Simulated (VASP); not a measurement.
# Zn (P6_3/mmc) in VASP: vibrations by perturbation theory with PBE

Aim: the vibrations by perturbation theory of Zn with PBE.

Everything below comes from runs of VASP 6.6.1. Logs are shortened: lines on timing, memory, paths and dates and some standing lists are left out, and cuts for length are marked.

## (1) The cell of the first run

The structure is hexagonal, space group P6_3/mmc (No. 194). Conventional cell: a = 2.633 Å, b = 2.633 Å, c = 5.118 Å, α = 90.00°, β = 90.00°, γ = 120.00°. Within 3.5 Å of Zn (site symmetry -6m2) lie 12 Zn at 2.63 to 2.98 Å.

## (2) Vibrations by perturbation theory, PBE

File INCAR:

```
PREC = Accurate
ENCUT = 520
EDIFF = 1E-8
ISMEAR = -1
SIGMA = 0.15
LREAL = F
LASPH = T
NELM = 60
ALGO = Normal
ISIF = 2
LWAVE = F
LCHARG = T
GGA = PE
IBRION = 8
NSW = 1
```

File KPOINTS:

```
regular mesh
0
Gamma
  15 15 8
```

File POSCAR:

```
Zn
1.0
    2.6329134982      0.0000000000      0.0000000000
   -1.3164567491      2.2801699754      0.0000000000
    0.0000000000      0.0000000000      5.1178815398
Zn
2
Direct
    0.3333333333      0.6666666667      0.2500000000
    0.6666666667      0.3333333333      0.7500000000
```

Potentials or basis: VASP PAW PBE potentials, release 64 (Zn).

Launch:

```
cat potpaw_PBE.64/Zn/POTCAR > POTCAR
mpirun -np 1 vasp_std > vasp.out
```

OUTCAR:

```text
PREC = Accurate
   ENCUT = 520
   EDIFF = 1E-8
   ISMEAR = -1
   LREAL = F
   LASPH = T
   NELM = 60
   ISIF = 2
   GGA = PE
   IBRION = 8
   NSW = 1

 ion  position               nearest neighbor table
   1  0.333  0.667  0.250-   2 2.98   2 2.98   2 2.98   2 2.98   2 2.98   2 2.98
   2  0.667  0.333  0.750-   1 2.98   1 2.98   1 2.98   1 2.98   1 2.98   1 2.98

  LATTYP: Found a hexagonal cell.
 ALAT       =     2.6329134982
 C/A-ratio  =     1.9438092225

  Lattice vectors:

 A1 = (   2.6329134982,   0.0000000000,   0.0000000000)
 A2 = (  -1.3164567491,   2.2801699754,   0.0000000000)
 A3 = (   0.0000000000,   0.0000000000,   5.1178815398)

Analysis of symmetry for initial positions (statically):
=====================================================================
 Subroutine PRICEL returns:
 Original cell was already a primitive cell.

 Routine SETGRP: Setting up the symmetry group for a
 hexagonal supercell.

 Subroutine GETGRP returns: Found 24 space group operations
 (whereof 12 operations were pure point group operations)
 out of a pool of 24 trial point group operations.

The static configuration has the point symmetry D_3d.
 The point group associated with its full space group is D_6h.

Analysis of symmetry for dynamics (positions and initial velocities):
=====================================================================
 Subroutine PRICEL returns:
 Original cell was already a primitive cell.

 Routine SETGRP: Setting up the symmetry group for a
 hexagonal supercell.

 Subroutine GETGRP returns: Found 24 space group operations
 (whereof 12 operations were pure point group operations)
 out of a pool of 24 trial point group operations.

The dynamic configuration has the point symmetry D_3d.
 The point group associated with its full space group is D_6h.

 Subroutine INISYM returns: Found 24 space group operations
 (whereof 12 operations are pure point group operations),
 and found     1 'primitive' translations

----------------------------------------------------------------------------------------

                                     Primitive cell

  volume of cell :      30.7252

  direct lattice vectors                    reciprocal lattice vectors
     2.632913498  0.000000000  0.000000000     0.379807389  0.219281898  0.000000000
    -1.316456749  2.280169975  0.000000000     0.000000000  0.438563796  0.000000000
     0.000000000  0.000000000  5.117881540     0.000000000  0.000000000  0.195393346

  length of vectors
     2.632913498  2.632913498  5.117881540     0.438563796  0.438563796  0.195393346

  position of ions in fractional coordinates (direct lattice)
     0.333333333  0.666666667  0.250000000
     0.666666667  0.333333333  0.750000000

  ion indices of the primitive-cell ions
   primitive index   ion index
                 1           1
                 2           2

----------------------------------------------------------------------------------------

 KPOINTS: regular mesh

Automatic generation of k-mesh.
 Grid dimensions read from file:
 generate k-points for:   15   15    8

 Generating k-lattice:

  Cartesian coordinates                     Fractional coordinates (reciprocal lattice)
     0.025320493  0.014618793  0.000000000     0.066666667 -0.000000000  0.000000000
     0.000000000  0.029237586  0.000000000     0.000000000  0.066666667  0.000000000
     0.000000000  0.000000000  0.024424168     0.000000000  0.000000000  0.125000000

  Length of vectors
     0.029237586  0.029237586  0.024424168

  Shift w.r.t. Gamma in fractional coordinates (k-lattice)
     0.000000000  0.000000000  0.000000000
[... 76 lines left out ...]
   GGA     = PE    functional components
   LHFCALC =     F    Hartree Fock is set to
   AEXX    =    0.0000 exact exchange contribution
   IVDW    =     0    specifies the selected vdW correction
   LEPSILON=     F    determine dielectric tensor
   LRPA    =     F    only Hartree local field effects (RPA)
 non-spin polarized calculation
  energy-cutoff  :      520.00
  volume of cell :       30.73
 maximum number of plane-waves:       852
 NGX is ok and might be reduce to    20
   NGX =  9   NGY =  9   NGZ = 19

--------------------------------------- Ionic step        1  -------------------------------------------

 number of electron      23.9999996 magnetization

 Free energy of the ion-electron system (eV)
  ---------------------------------------------------
  ext. energy  EPLUGINS =         0.00000000
  ---------------------------------------------------
  free energy    TOTEN  =        -2.23491291 eV

  energy without entropy =       -2.20721794  energy(sigma->0) =       -2.22106543

 E-fermi :   3.0120     XC(G=0): -11.4869

 val. band max:        2.9009293630   @ k =   0.2667   0.2667   0.2500
 cond. band min:       3.1267687276   @ k =   0.0667   0.0667   0.2500
 fundamental gap:      0.2258393646
 Fermi energy:         3.0120251266

 k-point     1 :       0.0000    0.0000    0.0000
  band No.  band energies     occupation
      1      -7.3021      2.00000
      2      -5.6392      2.00000
      3      -4.9266      2.00000
      4      -4.6522      2.00000
      5      -4.6522      2.00000
      6      -4.6135      2.00000
[... 433 lines left out ...]
      3      -4.9942      2.00000
      4      -4.6613      2.00000
      5      -4.5787      2.00000
      6      -4.4698      2.00000
[... 8 lines left out ...]
     15       7.6158      0.00000
     16       7.8129      0.00000

 [... further k-points ...]

------------------------ aborting loop because EDIFF is reached ----------------------------------------

  FORCE on cell =-STRESS in cart. coord.  units (eV):
  Direction    XX          YY          ZZ          XY          YZ          ZX
  --------------------------------------------------------------------------------------
  -------------------------------------------------------------------------------------
  Total        0.0836981      0.0836981      0.0195230      0.0000000      0.0000000      0.0000000
  in kB        4.3644774      4.3644774      1.0180382      0.0000000      0.0000000      0.0000000
  external PRESSURE =       3.2489976 kB  Pullay stress =       0.0000000 kB

 VOLUME and BASIS-vectors are now :
 -----------------------------------------------------------------------------
  energy-cutoff  :      520.00
  volume of cell :       30.73
      direct lattice vectors                 reciprocal lattice vectors
     2.632913498  0.000000000  0.000000000     0.379807389  0.219281898  0.000000000
    -1.316456749  2.280169975  0.000000000     0.000000000  0.438563796  0.000000000
     0.000000000  0.000000000  5.117881540     0.000000000  0.000000000  0.195393346

 POSITION                                       TOTAL-FORCE (eV/Angst)
 -----------------------------------------------------------------------------------
     -0.00000      1.52011      1.27947        -0.000000     -0.000000      0.000000
      1.31646      0.76006      3.83841         0.000000      0.000000      0.000000
 -----------------------------------------------------------------------------------
    total drift:                               -0.000000      0.000000      0.000000

  FREE ENERGIE OF THE ION-ELECTRON SYSTEM (eV)
  ---------------------------------------------------
  free  energy   TOTEN  =        -2.2349129097 eV

  energy  without entropy=       -2.2072179436  energy(sigma->0) =       -2.22106543

[... ionic steps 2 to 3 ...]

--------------------------------------- Ionic step        4  -------------------------------------------

------------------------ aborting loop because EDIFF is reached ----------------------------------------

[... ionic steps 5 to 5 ...]

--------------------------------------- Ionic step        6  -------------------------------------------

 Free energy of the ion-electron system (eV)
  ---------------------------------------------------
  ---------------------------------------------------
  free energy    TOTEN  =        -0.22167161 eV

  energy without entropy =       -0.22167161

------------------------ aborting loop because EDIFF is reached ----------------------------------------

 INTERNAL STRAIN TENSOR  FOR ION    1  DIRECTION 3   (eV/Angst):
 -----------------------------------------------------------------------------
    -0.00003  0.00000  0.00000
     0.00000 -0.00003 -0.00000
    -0.00000 -0.00000  0.00538

 INTERNAL STRAIN TENSOR FOR ION    2 for displacements in x,y,z  (eV/Angst):
          X           Y           Z          XY          YZ          ZX
  --------------------------------------------------------------------------------
  x     0.00000     0.00000     0.00000    -0.17902     0.00000     0.00000
  y    -0.17902     0.17902    -0.00000     0.00000     0.00000     0.00000
  z     0.00000     0.00000     0.00000     0.00000     0.00000     0.00000

 SECOND DERIVATIVES (NOT SYMMETRIZED)
 ------------------------------------
               1X          1Y          1Z          2X          2Y          2Z
  1X    -0.467359    0.000000    0.000000    0.467359    0.000000    0.000000
  1Y     0.000000   -0.467359    0.000000   -0.000000    0.467359    0.000000
  1Z     0.000000    0.000000   -1.710888    0.000000    0.000000    1.710888
  2X     0.467359    0.000000    0.000000   -0.467359    0.000000    0.000000
  2Y    -0.000000    0.467359    0.000000    0.000000   -0.467359    0.000000
  2Z     0.000000    0.000000    1.710888    0.000000    0.000000   -1.710888

 Eigenvectors and eigenvalues of the dynamical matrix
 ----------------------------------------------------

   1 f  =    3.576192 THz    22.469878 2PiTHz  119.288930 cm-1    14.789936 meV
             X         Y         Z           dx          dy          dz
     -0.000000  1.520113  1.279470     0.000000    0.000000   -0.707107
      1.316457  0.760057  3.838411     0.000000    0.000000    0.707107
[... 21 lines left out ...]
   6 f  =    0.000000 THz     0.000000 2PiTHz    0.000000 cm-1     0.000000 meV
             X         Y         Z           dx          dy          dz
     -0.000000  1.520113  1.279470     0.000000    0.000000    0.707107
      1.316457  0.760057  3.838411     0.000000    0.000000    0.707107

--------------------------------------------------------------------------------------------------------

 ELASTIC MODULI CONTR FROM IONIC RELAXATION (kBar)
 Direction    XX          YY          ZZ          XY          YZ          ZX
 --------------------------------------------------------------------------------
 XX          -3.5758      3.5758     -0.0000     -0.0000      0.0000      0.0000
 YY           3.5758     -3.5758      0.0000      0.0000      0.0000      0.0000
 ZZ          -0.0000      0.0000     -0.0000     -0.0000      0.0000      0.0000
 XY          -0.0000      0.0000     -0.0000     -3.5758      0.0000      0.0000
 YZ           0.0000      0.0000      0.0000      0.0000      0.0000      0.0000
 ZX           0.0000      0.0000      0.0000      0.0000      0.0000      0.0000
 --------------------------------------------------------------------------------
```

Run time: 9 min. Hardware: 1 thread of Intel Xeon Platinum 8259CL at 2.50GHz (Skylake/Cascade Lake), shared host; peak memory 0.59 GiB.

Results:

```
Highest phonon frequency at Γ : 119 cm⁻¹
```

Phonon frequencies in cm⁻¹ (negative: imaginary):
```tsv
q point	frequencies
(0.000, 0.000, 0.000)	0 0 0 62 62 119
```
